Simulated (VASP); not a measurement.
# TiO2 (I4_1/amd) in VASP: single point with PBE+U

Aim: the single point of TiO2 with PBE+U.

Program: VASP 6.6.1. These are calculated values, not measurements. Logs are shortened: lines on timing, memory, paths and dates and some standing lists are left out, and cuts for length are marked.

### 1 The cell of the first run

The structure is tetragonal, space group I4_1/amd (No. 141). Conventional cell: a = 3.785 Å, b = 3.785 Å, c = 9.514 Å, α = 90.00°, β = 90.00°, γ = 90.00°. Within 2.6 Å of Ti (site symmetry -4m2) lie 6 O at 1.94 to 1.97 Å. Within 2.6 Å of O (site symmetry 2mm) lie 3 Ti at 1.94 to 1.97 Å and 2 O at 2.45 Å.

### 2 Single point, PBE+U, collinear spin, zero start

INCAR

```
SYSTEM = TiO2
PREC = Accurate
ENCUT = 910
EDIFF = 1E-6
ISMEAR = -1
SIGMA = 0.05
LREAL = .False.
LASPH = .True.
NELM = 200
ALGO = Normal
ISIF = 2
LWAVE = .False.
LCHARG = .False.
ISPIN = 2
MAGMOM = 0 0 0 0 0 0
LORBIT = 11
LMAXMIX = 4
LDAU = .True.
LDAUTYPE = 2
LDAUL = 2 -1
LDAUU = 5.6 0
LDAUJ = 0 0
LDAUPRINT = 1
GGA = PE
NBANDS = 37
ISYM = 0
GGA_COMPAT = .False.
```

KPOINTS

```
regular mesh
0
Gamma
  5 5 7
  0 0 0
```

POSCAR

```
TiO2
1.0
   -1.8925000000      1.8925000000      4.7570000000
    1.8925000000     -1.8925000000      4.7570000000
    1.8925000000      1.8925000000     -4.7570000000
Ti O
2 4
Direct
    0.0000000000      0.0000000000      0.0000000000
    0.7500000000      0.2500000000      0.5000000000
    0.2066000000      0.2066000000      0.0000000000
    0.9566000000      0.4566000000      0.5000000000
    0.5434000000      0.0434000000      0.5000000000
    0.7934000000      0.7934000000      0.0000000000
```

Potentials or basis: VASP PAW PBE potentials, release 64 (Ti_sv, O_h).

Command:

```console
$ cat potpaw_PBE.64/Ti_sv/POTCAR potpaw_PBE.64/O_h/POTCAR > POTCAR
$ mpirun -np 1 vasp_std > vasp.out
```

OUTCAR:

```text
SYSTEM = TiO2
   PREC = Accurate
   ENCUT = 910
   EDIFF = 1E-6
   ISMEAR = -1
   LREAL = .False.
   LASPH = .True.
   NELM = 200
   ISIF = 2
   ISPIN = 2
   LORBIT = 11
   GGA = PE
   ISYM = 0

 ion  position               nearest neighbor table
   1  0.000  0.000  0.000-   5 1.94   4 1.94   5 1.94   4 1.94   3 1.97   6 1.97
   2  0.750  0.250  0.500-   6 1.94   3 1.94   6 1.94   3 1.94   4 1.97   5 1.97
   3  0.207  0.207  0.000-   2 1.94   2 1.94   1 1.97
   4  0.957  0.457  0.500-   1 1.94   1 1.94   2 1.97
   5  0.543  0.043  0.500-   1 1.94   1 1.94   2 1.97
   6  0.793  0.793  0.000-   2 1.94   2 1.94   1 1.97

IMPORTANT INFORMATION: All symmetrisations will be switched off!
NOSYMM: (Re-)initialisation of all symmetry stuff for point group C_1.

----------------------------------------------------------------------------------------

                                     Primitive cell

  volume of cell :      68.1499

  direct lattice vectors                    reciprocal lattice vectors
    -1.892500000  1.892500000  4.757000000     0.000000000  0.264200793  0.105108262
     1.892500000 -1.892500000  4.757000000     0.264200793  0.000000000  0.105108262
     1.892500000  1.892500000 -4.757000000     0.264200793  0.264200793  0.000000000

  length of vectors
     5.458219627  5.458219627  5.458219627     0.284341002  0.284341002  0.373636344

  position of ions in fractional coordinates (direct lattice)
     0.000000000  0.000000000  0.000000000
     0.750000000  0.250000000  0.500000000
     0.206600000  0.206600000  0.000000000
     0.956600000  0.456600000  0.500000000
     0.543400000  0.043400000  0.500000000
     0.793400000  0.793400000  0.000000000

  ion indices of the primitive-cell ions
   primitive index   ion index
                 1           1
                 2           2
                 3           3
                 4           4
                 5           5
                 6           6

----------------------------------------------------------------------------------------

 KPOINTS: regular mesh

[... 194 lines left out ...]
  o =  0.2482  v =  0.0000  0.0000  0.0000  0.0000  0.0000  0.0000  0.0000 -0.0000 -0.0000 -1.0000      0.0000  0.0000  0.0000  0.0000  0.0000  0.0000  0.0000  0.0000  0.0000  0.0000
  o =  0.2482  v = -0.0000  0.0000  0.0000  0.0000 -1.0000  0.0000  0.0000  0.0000  0.0000  0.0000      0.0000  0.0000  0.0000  0.0000  0.0000  0.0000  0.0000  0.0000  0.0000  0.0000
  o =  0.2548  v =  0.0000  0.0000  0.0000  0.0000  0.0000 -0.0000 -0.0000 -1.0000 -0.0000  0.0000      0.0000  0.0000  0.0000  0.0000  0.0000  0.0000  0.0000  0.0000  0.0000  0.0000
  o =  0.2548  v =  0.0000  0.0000  1.0000  0.0000  0.0000  0.0000  0.0000  0.0000  0.0000  0.0000      0.0000  0.0000  0.0000  0.0000  0.0000  0.0000  0.0000  0.0000  0.0000  0.0000

 number of electron      47.9999998 magnetization       0.0000000

 Free energy of the ion-electron system (eV)
  ---------------------------------------------------
  ext. energy  EPLUGINS =         0.00000000
  ---------------------------------------------------
  free energy    TOTEN  =       -46.30165997 eV

  energy without entropy =      -46.30165997  energy(sigma->0) =      -46.30165997

 E-fermi :   5.1909     XC(G=0): -10.7527

 val. band max:        4.1570788472   @ k =   0.0000   0.0000   0.4286
 cond. band min:       7.1567534825   @ k =   0.0000   0.0000   0.0000
 fundamental gap:      2.9996746352
 Fermi energy:         5.1908964248

 spin component 1

 k-point     1 :       0.0000    0.0000    0.0000
  band No.  band energies     occupation
      1     -53.5638      1.00000
      2     -53.5066      1.00000
      3     -29.9520      1.00000
      4     -29.7248      1.00000
      5     -29.7248      1.00000
      6     -29.6571      1.00000
[... 1865 lines left out ...]
     35      14.8095      0.00000
     36      15.4520      0.00000

 [... further k-points ...]

 [bands above 36 left out]

------------------------ aborting loop because EDIFF is reached ----------------------------------------

  FORCE on cell =-STRESS in cart. coord.  units (eV):
  Direction    XX          YY          ZZ          XY          YZ          ZX
  --------------------------------------------------------------------------------------
  -------------------------------------------------------------------------------------
  Total        6.8905543      6.8904836      7.8132997      0.0000649     -0.0000453     -0.0000461
  in kB      161.9943340    161.9926718    183.6877294      0.0015247     -0.0010661     -0.0010841
  external PRESSURE =     169.2249117 kB  Pullay stress =       0.0000000 kB

 VOLUME and BASIS-vectors are now :
 -----------------------------------------------------------------------------
  energy-cutoff  :      910.00
  volume of cell :       68.15
      direct lattice vectors                 reciprocal lattice vectors
    -1.892500000  1.892500000  4.757000000     0.000000000  0.264200793  0.105108262
     1.892500000 -1.892500000  4.757000000     0.264200793  0.000000000  0.105108262
     1.892500000  1.892500000 -4.757000000     0.264200793  0.264200793  0.000000000

 POSITION                                       TOTAL-FORCE (eV/Angst)
 -----------------------------------------------------------------------------------
      0.00000      0.00000      0.00000         0.000012     -0.000004      0.000007
      0.00000      1.89250      2.37850        -0.000010      0.000013      0.000000
      0.00000      0.00000      1.96559         0.000012      0.000013      0.538107
      0.00000      1.89250      4.34409         0.000006      0.000006      0.538123
      0.00000      1.89250      0.41291        -0.000012     -0.000020     -0.538121
      0.00000      0.00000      7.54841        -0.000007     -0.000008     -0.538116
 -----------------------------------------------------------------------------------
    total drift:                                0.000001      0.000008      0.000010

  FREE ENERGIE OF THE ION-ELECTRON SYSTEM (eV)
  ---------------------------------------------------
  free  energy   TOTEN  =       -46.3016599685 eV

  energy  without entropy=      -46.3016599684  energy(sigma->0) =      -46.30165997

 total charge

# of ion       s       p       d       tot
------------------------------------------
    1        2.242   6.330   1.555  10.128
    2        2.242   6.330   1.555  10.128
    3        1.041   2.375   0.000   3.416
    4        1.041   2.375   0.000   3.416
    5        1.041   2.375   0.000   3.416
    6        1.041   2.375   0.000   3.416
--------------------------------------------------
tot          8.648  22.162   3.111  33.921

 magnetization (x)

# of ion       s       p       d       tot
------------------------------------------
    1       -0.000  -0.000  -0.000  -0.000
    2       -0.000   0.000  -0.000  -0.000
    3       -0.000   0.000   0.000   0.000
    4        0.000   0.000   0.000   0.000
    5        0.000   0.000   0.000   0.000
    6        0.000   0.000   0.000   0.000
--------------------------------------------------
tot         -0.000   0.000  -0.000  -0.000
```

OSZICAR:

```text
N       E                     dE             d eps       ncg     rms          rms(c)
DAV:   1     0.866430069746E+03    0.86643E+03   -0.32574E+04 13024   0.223E+03
DAV:   2     0.126516736992E+03   -0.73991E+03   -0.68167E+03 13302   0.586E+02
DAV:   3    -0.520313841296E+02   -0.17855E+03   -0.16669E+03 18970   0.231E+02
DAV:   4    -0.653534771953E+02   -0.13322E+02   -0.13242E+02 17449   0.643E+01
DAV:   5    -0.659065917149E+02   -0.55311E+00   -0.55269E+00 19370   0.118E+01    0.330E+01
DAV:   6    -0.459193902640E+02    0.19987E+02   -0.52740E+01 18023   0.817E+01    0.926E+00
DAV:   7    -0.463020085527E+02   -0.38262E+00   -0.78507E+00 13961   0.185E+01    0.817E+00
DAV:   8    -0.462427142715E+02    0.59294E-01   -0.88006E-01 17664   0.854E+00    0.271E+00
DAV:   9    -0.463884470777E+02   -0.14573E+00   -0.45176E-01 16973   0.520E+00    0.336E+00
DAV:  10    -0.463000705611E+02    0.88377E-01   -0.27499E-01 16473   0.528E+00    0.318E-01
DAV:  11    -0.463033674288E+02   -0.32969E-02   -0.20186E-02 18347   0.106E+00    0.428E-01
DAV:  12    -0.463016801400E+02    0.16873E-02   -0.64767E-03 16709   0.629E-01    0.925E-02
DAV:  13    -0.463016947285E+02   -0.14588E-04   -0.51205E-04 16244   0.300E-01    0.632E-02
DAV:  14    -0.463016610751E+02    0.33653E-04   -0.11453E-04 16951   0.109E-01    0.192E-02
DAV:  15    -0.463016604160E+02    0.65909E-06   -0.12829E-05 19896   0.310E-02    0.143E-02
DAV:  16    -0.463016599685E+02    0.44752E-06   -0.43889E-06 11393   0.132E-02
   1 F= -.46301660E+02 E0= -.46301660E+02  d E =-.769910E-10  mag=    -0.0000
```

Wall time 42 min (1 thread of Intel Xeon Platinum 8375C at 2.90GHz (Ice Lake), shared host); peak memory 0.99 GiB.

What came out:

* Free energy: -46.3017 eV
* Pressure: 16.9 GPa
* Largest force: 0.538 eV/Å
* Band gap on the k mesh: 3.00 eV (least direct gap 3.45 eV)
* Net moment: 0.00 μB per cell
* Valence electrons inside the program's atomic spheres: Ti 10.13; O 3.42

Forces on the atoms (eV/Å):
```
Ti   0.000  0.000  0.000
Ti   0.000  0.000  0.000
O    0.000  0.000  0.538
O    0.000  0.000  0.538
O    0.000  0.000 -0.538
O    0.000  0.000 -0.538
```

Stress tensor (GPa, compression positive):
```
16.20  0.00  0.00
 0.00 16.20  0.00
 0.00  0.00 18.37
```

Eigenvalues of the final occupation matrices:
```csv
site,spin,trace,eigenvalues
site 1 d,1,0.79,0.10 0.10 0.10 0.25 0.25
site 1 d,2,0.79,0.10 0.10 0.10 0.25 0.25
site 2 d,1,0.79,0.10 0.10 0.10 0.25 0.25
site 2 d,2,0.79,0.10 0.10 0.10 0.25 0.25
```

Caveat: the cell stands under pressure. A k mesh can miss the band edges.
